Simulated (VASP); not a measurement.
# Sc (P6_3/mmc) in VASP: further runs, part 2 of 2

VASP 6.6.1. The steps go on from the part before.

## (4) Single point, PBE (strain -0.015 along x and y, +0.000 along z)

File INCAR:

```
SYSTEM = Sc
ALGO = Fast
EDIFF = 1E-6
ENCUT = 520
GGA = PE
ISIF = 2
ISMEAR = 0
LASPH = .True.
LCHARG = .False.
LREAL = .False.
LWAVE = .False.
NBANDS = 18
NELM = 80
PREC = Accurate
SIGMA = 0.15
```

File KPOINTS:

```
k-points
0
Gamma
  18 18 10
  0 0 0
```

File POSCAR:

```
Sc
1.0
    3.2591659288      0.0000000000      0.0000000000
   -1.6295829644      2.8225204895      0.0000000000
    0.0000000000      0.0000000000      5.2680000000
Sc
2
Direct
    0.3333333333      0.6666666667      0.2500000000
    0.6666666667      0.3333333333      0.7500000000
```

Potentials or basis: VASP PAW PBE potentials, release 64 (Sc_sv).

Launch:

```
$ cat potpaw_PBE.64/Sc_sv/POTCAR > POTCAR
$ mpirun -np 1 vasp_std > vasp.out
```

OUTCAR:

```text
SYSTEM = Sc
   EDIFF = 1E-6
   ENCUT = 520
   GGA = PE
   ISIF = 2
   ISMEAR = 0
   LASPH = .True.
   LREAL = .False.
   NELM = 80
   PREC = Accurate

 ion  position               nearest neighbor table
   1  0.333  0.667  0.250-   2 3.24   2 3.24   2 3.24   2 3.24   2 3.24   2 3.24
   2  0.667  0.333  0.750-   1 3.24   1 3.24   1 3.24   1 3.24   1 3.24   1 3.24

  LATTYP: Found a hexagonal cell.
 ALAT       =     3.2591659288
 C/A-ratio  =     1.6163644672

  Lattice vectors:

 A1 = (   3.2591659288,   0.0000000000,   0.0000000000)
 A2 = (  -1.6295829644,   2.8225204895,   0.0000000000)
 A3 = (   0.0000000000,   0.0000000000,   5.2680000000)

Analysis of symmetry for initial positions (statically):
=====================================================================
 Subroutine PRICEL returns:
 Original cell was already a primitive cell.

 Routine SETGRP: Setting up the symmetry group for a
 hexagonal supercell.

 Subroutine GETGRP returns: Found 24 space group operations
 (whereof 12 operations were pure point group operations)
 out of a pool of 24 trial point group operations.

The static configuration has the point symmetry D_3d.
 The point group associated with its full space group is D_6h.

Analysis of symmetry for dynamics (positions and initial velocities):
=====================================================================
 Subroutine PRICEL returns:
 Original cell was already a primitive cell.

 Routine SETGRP: Setting up the symmetry group for a
 hexagonal supercell.

 Subroutine GETGRP returns: Found 24 space group operations
 (whereof 12 operations were pure point group operations)
 out of a pool of 24 trial point group operations.

The dynamic configuration has the point symmetry D_3d.
 The point group associated with its full space group is D_6h.

 Subroutine INISYM returns: Found 24 space group operations
 (whereof 12 operations are pure point group operations),
 and found     1 'primitive' translations

----------------------------------------------------------------------------------------

                                     Primitive cell

  volume of cell :      48.4607

  direct lattice vectors                    reciprocal lattice vectors
     3.259165929  0.000000000  0.000000000     0.306826968  0.177146633  0.000000000
    -1.629582964  2.822520490  0.000000000     0.000000000  0.354293265  0.000000000
     0.000000000  0.000000000  5.268000000     0.000000000  0.000000000  0.189825361

  length of vectors
     3.259165929  3.259165929  5.268000000     0.354293265  0.354293265  0.189825361

  position of ions in fractional coordinates (direct lattice)
     0.333333333  0.666666667  0.250000000
     0.666666667  0.333333333  0.750000000

  ion indices of the primitive-cell ions
   primitive index   ion index
                 1           1
                 2           2

----------------------------------------------------------------------------------------

 KPOINTS: k-points

Automatic generation of k-mesh.
 Grid dimensions read from file:
 generate k-points for:   18   18   10

 Generating k-lattice:

  Cartesian coordinates                     Fractional coordinates (reciprocal lattice)
     0.017045943  0.009841480  0.000000000     0.055555556  0.000000000  0.000000000
     0.000000000  0.019682959  0.000000000     0.000000000  0.055555556  0.000000000
     0.000000000  0.000000000  0.018982536     0.000000000  0.000000000  0.100000000

  Length of vectors
     0.019682959  0.019682959  0.018982536

  Shift w.r.t. Gamma in fractional coordinates (k-lattice)
     0.000000000  0.000000000  0.000000000

 Subroutine IBZKPT returns following result:
 ===========================================

 Found    222 irreducible k-points:

 Following reciprocal coordinates:
            Coordinates               Weight
  0.000000  0.000000  0.000000      1.000000
  0.055556  0.000000  0.000000      6.000000
  0.111111  0.000000  0.000000      6.000000
  0.166667  0.000000  0.000000      6.000000
  0.222222  0.000000  0.000000      6.000000
  0.277778  0.000000  0.000000      6.000000
[... 16 lines left out ...]
  0.333333  0.111111  0.000000     12.000000
  0.388889  0.111111  0.000000     12.000000
 [... further k-points ...]
   k-points           NKPTS =    222   k-points in BZ     NKDIM =    222   number of bands    NBANDS=     18
   number of dos      NEDOS =    301   number of ions     NIONS =      2
   total plane-waves  NPLWV =  23040
   dimension x,y,z NGX =    24 NGY =   24 NGZ =   40
   dimension x,y,z NGXF=    48 NGYF=   48 NGZF=   80
   ions per type =               2
   NGX,Y,Z   is equivalent  to a cutoff of  12.24, 12.24, 12.62 a.u.
   NGXF,Y,Z  is equivalent  to a cutoff of  24.48, 24.48, 25.25 a.u.
 SYSTEM =  Sc
   PREC   = accura    normal or accurate (medium, high low for compatibility)
   ISTART =      0    job   : 0-new  1-cont  2-samecut
   ICHARG =      2    charge: 1-file 2-atom 10-const
   ISPIN  =      1    spin polarized calculation?
   LNONCOLLINEAR =      F non collinear calculations
   LSORBIT =      F    spin-orbit coupling
   LASPH  =      T    aspherical Exc in radial PAW
   ENCUT  =  520.0 eV  38.22 Ry    6.18 a.u.   6.06  6.06  9.79*2*pi/ulx,y,z
   NELM   =     80;   NELMIN=  2; NELMDL= -5     # of ELM steps
   EDIFF  = 0.1E-05   stopping-criterion for ELM
   LREAL  =      F    real-space projection
   EDIFFG = 0.1E-04   stopping-criterion for IOM
   NSW    =      0    number of steps for IOM
   IBRION =     -1    ionic relax: 0-MD 1-quasi-New 2-CG
   NFREE  =      0    steps in history (QN), initial steepest desc. (CG)
   ISIF   =      2    stress and relaxation
   ISYM   =      2    0-nonsym 1-usesym 2-fastsym
   POTIM  = 0.5000    time-step for ionic-motion
   TEBEG  =    0.0;   TEEND  =   0.0 temperature during run
   PSTRESS=    0.0 pullay stress
   NELECT =      22.0000    total number of electrons
   NUPDOWN=      -1.0000    fix difference up-down
   EMIN   =  10.00;   EMAX   =-10.00  energy-range for DOS
   EFERMI =   0.00;   METHOD = LEGACY
   ISMEAR =     0;   SIGMA  =   0.15  broadening in eV -4-tet -1-fermi 0-gaus
   EFERMI_NEDOS =   21; number of points for ismear=-14 and -15
   IALGO  =     68    algorithm
   IMIX   =      4    mixing-type and parameters
     AMIX     =   0.40;   BMIX     =  1.00
     AMIX_MAG =   1.60;   BMIX_MAG =  1.00
  volume/ion in A,a.u.               =      24.23       163.51
  Fermi-wavevector in a.u.,A,eV,Ry     =   1.258208  2.377669 21.539228  1.583089
  Thomas-Fermi vector in A             =   2.391829
   LORBIT       =      0    0 simple, 1 ext, 2 COOP (PROOUT), +10 PAW based schemes
   GGA     = PE    functional components
   LHFCALC =     F    Hartree Fock is set to
   AEXX    =    0.0000 exact exchange contribution
   IVDW    =     0    specifies the selected vdW correction
   LEPSILON=     F    determine dielectric tensor
   LRPA    =     F    only Hartree local field effects (RPA)
 non-spin polarized calculation
 RMM-DIIS sequential band-by-band and
 Gauss-broadening in eV      SIGMA  =   0.15
  energy-cutoff  :      520.00
  volume of cell :       48.46
 maximum number of plane-waves:      1324
   NGX = 13   NGY = 13   NGZ = 19

 number of electron      21.9999998 magnetization

 Free energy of the ion-electron system (eV)
  ---------------------------------------------------
  ext. energy  EPLUGINS =         0.00000000
  ---------------------------------------------------
  free energy    TOTEN  =       -12.50718048 eV

  energy without entropy =      -12.45865103  energy(sigma->0) =      -12.48291576

 E-fermi :   3.7883     XC(G=0):  -9.9469

 val. band max:        3.7868063155   @ k =   0.3333   0.1111   0.2000
 cond. band min:       3.7965337852   @ k =   0.1667   0.1111   0.3000
 fundamental gap:      0.0097274697
 Fermi energy:         3.7883130247

 k-point     1 :       0.0000    0.0000    0.0000
  band No.  band energies     occupation
      1     -45.5913      2.00000
      2     -45.5252      2.00000
      3     -24.4159      2.00000
      4     -24.0559      2.00000
      5     -24.0559      2.00000
      6     -23.9982      2.00000
[... 10 lines left out ...]
     17       6.2772      0.00000
     18       6.2772      0.00000
[... 463 lines left out ...]
 k-point    24 :       0.3889    0.1111    0.0000
  band No.  band energies     occupation
      1     -45.5288      2.00000
      2     -45.5071      2.00000
      3     -24.3482      2.00000
      4     -24.2815      2.00000
      5     -24.2283      2.00000
      6     -24.1639      2.00000
[... 10 lines left out ...]
     17       7.6572      0.00000
     18       7.7862      0.00000

 [... further k-points ...]
[... 5 lines left out ...]
  --------------------------------------------------------------------------------------
  -------------------------------------------------------------------------------------
  Total        0.6285452      0.6285452     -0.2329295      0.0000000      0.0000000     -0.0000000
  in kB       20.7805848     20.7805848     -7.7009769      0.0000000      0.0000000     -0.0000000
  external PRESSURE =      11.2867309 kB  Pullay stress =       0.0000000 kB

 VOLUME and BASIS-vectors are now :
 -----------------------------------------------------------------------------
  energy-cutoff  :      520.00
  volume of cell :       48.46
      direct lattice vectors                 reciprocal lattice vectors
     3.259165929  0.000000000  0.000000000     0.306826968  0.177146633  0.000000000
    -1.629582964  2.822520490  0.000000000     0.000000000  0.354293265  0.000000000
     0.000000000  0.000000000  5.268000000     0.000000000  0.000000000  0.189825361

 POSITION                                       TOTAL-FORCE (eV/Angst)
 -----------------------------------------------------------------------------------
     -0.00000      1.88168      1.31700        -0.000000     -0.000000      0.000000
      1.62958      0.94084      3.95100         0.000000      0.000000      0.000000
 -----------------------------------------------------------------------------------
    total drift:                               -0.000000      0.000000     -0.000000

  FREE ENERGIE OF THE ION-ELECTRON SYSTEM (eV)
  ---------------------------------------------------
  free  energy   TOTEN  =       -12.5071804784 eV

  energy  without entropy=      -12.4586510333  energy(sigma->0) =      -12.48291576
```

OSZICAR:

```text
N       E                     dE             d eps       ncg     rms          rms(c)
DAV:   1     0.352634629542E+03    0.35263E+03   -0.11031E+04  8024   0.130E+03
DAV:   2     0.559537814594E+01   -0.34704E+03   -0.34045E+03  9624   0.544E+02
DAV:   3    -0.134794324091E+02   -0.19075E+02   -0.18354E+02 13076   0.153E+02
DAV:   4    -0.138698897925E+02   -0.39046E+00   -0.38715E+00 12106   0.196E+01
DAV:   5    -0.138746579854E+02   -0.47682E-02   -0.47664E-02 13644   0.233E+00    0.769E+00
RMM:   6    -0.125950024255E+02    0.12797E+01   -0.17891E+00  8299   0.172E+01    0.263E+00
RMM:   7    -0.125259036972E+02    0.69099E-01   -0.32950E+00 10544   0.135E+01    0.141E+00
RMM:   8    -0.124992914378E+02    0.26612E-01   -0.18769E-01  8759   0.509E+00    0.537E-01
RMM:   9    -0.125055487520E+02   -0.62573E-02   -0.10538E-01 11405   0.193E+00    0.134E-01
RMM:  10    -0.125067120432E+02   -0.11633E-02   -0.18007E-02 11805   0.772E-01    0.533E-02
RMM:  11    -0.125070334483E+02   -0.32141E-03   -0.41227E-03 12282   0.439E-01    0.321E-02
RMM:  12    -0.125071417188E+02   -0.10827E-03   -0.12230E-03 12857   0.177E-01    0.541E-03
RMM:  13    -0.125071800395E+02   -0.38321E-04   -0.32486E-04 11767   0.818E-02    0.951E-03
RMM:  14    -0.125071773768E+02    0.26627E-05   -0.62863E-05 10860   0.538E-02    0.243E-03
RMM:  15    -0.125071807167E+02   -0.33399E-05   -0.21399E-05 10266   0.273E-02    0.152E-03
RMM:  16    -0.125071804784E+02    0.23824E-06   -0.50587E-06  9238   0.195E-02
   1 F= -.12507180E+02 E0= -.12482916E+02  d E =-.485294E-01
```

stdout:

```text
POSCAR found type information on POSCAR Sc
 POSCAR found :  1 types and       2 ions
 scaLAPACK will be used
 LDA part: xc-table for (Slater+PW92), standard interpolation
 POSCAR, INCAR and KPOINTS ok, starting setup
 FFT: planning ... GRIDC
 FFT: planning ... GRID_SOFT
 FFT: planning ... GRID
 WAVECAR not read
 entering main loop
```

Wall time 4.5 min (1 thread of AMD EPYC 7R13, shared host); peak memory 0.25 GiB.

What came out:

| Item | Value |
| --- | --- |
| Free energy | -12.5072 eV |
| Pressure | 1.1 GPa |
| Band gap on the k mesh | zero (band 11 reaches 4.63 eV, above the bottom of band 12 at 3.31 eV) |

Caveat: the cell differs from its parent crystal (strain -0.015 along x and y, +0.000 along z).

## (5) Summary

| cell | further INCAR settings | gap on the mesh (eV) | pressure (GPa) |
| --- | --- | --- | --- |
| a = 3.210, b = 3.210, c = 5.426 Å, angles 90.0, 90.0, 120.0°, 2 atoms | ALGO = Fast; EDIFF = 1e-06; NBANDS = 18 | none | 1.4 |
| a = 3.309, b = 3.309, c = 5.110 Å, angles 90.0, 90.0, 120.0°, 2 atoms | ALGO = Fast; EDIFF = 1e-07; NBANDS = 18 | none | 1.0 |
| a = 3.259, b = 3.259, c = 5.268 Å, angles 90.0, 90.0, 120.0°, 2 atoms | ALGO = Fast; EDIFF = 1e-06; NBANDS = 18 | none | 1.1 |

Alike in all rows: task single point; level PBE; potentials or basis VASP PAW PBE potentials, release 64 (Sc_sv); no spin polarisation; k mesh 18 × 18 × 10; cutoff (eV) 520; smearing gaussian 0.15 eV.

Absolute energies hang on the potentials; compare differences alone.
